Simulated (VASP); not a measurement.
Input of a VASP 6.6.1 run:

File INCAR:

```
PREC = Accurate ; ENCUT = 520
EDIFF = 1E-7 ; ISMEAR = 0
SIGMA = 0.01 ; LREAL = False
LASPH = True ; NELM = 60
ALGO = Normal ; ISIF = 2
LWAVE = False ; LCHARG = False
NBANDS = 21
```

Contents of KPOINTS:

```
Automatic mesh
0
Gamma
  6 6 4
```

The input POSCAR:

```
Mg2CdN2
1.0
    3.5528800000      0.0000000000      0.0000000000
   -1.7764400000      3.0768900000      0.0000000000
    0.0000000000      0.0000000000      5.9838300000
Mg Cd N
2 1 2
Direct
    0.6666666667      0.3333333333      0.1534400000
    0.3333333333      0.6666666667      0.8465600000
    0.0000000000      0.0000000000      0.5000000000
    0.6666666667      0.3333333333      0.7722300000
    0.3333333333      0.6666666667      0.2277700000
```

Potentials or basis: VASP PAW LDA potentials, release 64 (Mg, Cd, N).

Launch:

```console
$ cat potpaw_LDA.64/Mg/POTCAR potpaw_LDA.64/Cd/POTCAR potpaw_LDA.64/N/POTCAR > POTCAR
$ mpirun -np 1 vasp_std > vasp.out
```

Task: Estimate the band gap on the k mesh.

Result: 0.38 eV, indirect (least direct gap 0.70 eV).

Task: Estimate the pressure.

Result: -8.6 GPa.

Forces on the atoms (eV/Å):
```
Mg   0.000  0.000  0.088
Mg   0.000  0.000 -0.088
Cd   0.000  0.000  0.000
N    0.000  0.000 -0.020
N    0.000  0.000  0.020
```

A k mesh can miss the band edges.
